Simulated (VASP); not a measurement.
A run of VASP 6.6.1 is set up as follows.

File INCAR:

```
SYSTEM = TaN
PREC = Accurate
ENCUT = 520
EDIFF = 1E-8
ISMEAR = -1
SIGMA = 0.02
LREAL = .FALSE.
LASPH = .TRUE.
NELM = 120
ALGO = Normal
ISIF = 2
LWAVE = .FALSE.
LCHARG = .FALSE.
GGA = PE
LEFG = .TRUE.
NBANDS = 16
GGA_COMPAT = .FALSE.
```

Contents of KPOINTS:

```
regular mesh
0
G
  9 9 9
  0 0 0
```

File POSCAR:

```
TaN
1.0
    0.0326850000      2.1953425000      2.1953425000
    2.1953425000      0.0326850000      2.1953425000
    2.1953425000      2.1953425000      0.0326850000
Ta N
1 1
Direct
    0.5000000000      0.5000000000      0.5000000000
    0.0000000000      0.0000000000      0.0000000000
```

Potentials or basis: VASP PAW PBE potentials, release 64 (Ta_sv_GW, N).

Launch:

```console
$ cat potpaw_PBE.64/Ta_sv_GW/POTCAR potpaw_PBE.64/N/POTCAR > POTCAR
$ mpirun -np 1 vasp_std > vasp.out
```

Q: What does it give for the pressure?

A: 14.4 GPa.

Q: What does it give for the band gap on the k mesh?

A: Zero (band 9 reaches 15.79 eV, above the bottom of band 10 at 12.19 eV).

Stress tensor (GPa, compression positive):
```
14.37 -0.85 -0.85
-0.85 14.37 -0.85
-0.85 -0.85 14.37
```

Caveat: the cell differs from its parent crystal (equal xy, yz and zx shear strains of +1.5 %); without QUAD_EFG the Cq values of the log hold for a quadrupole moment of 1 mb, not for the nuclei; spin-orbit coupling is left out, which moves the levels of the heavy elements.
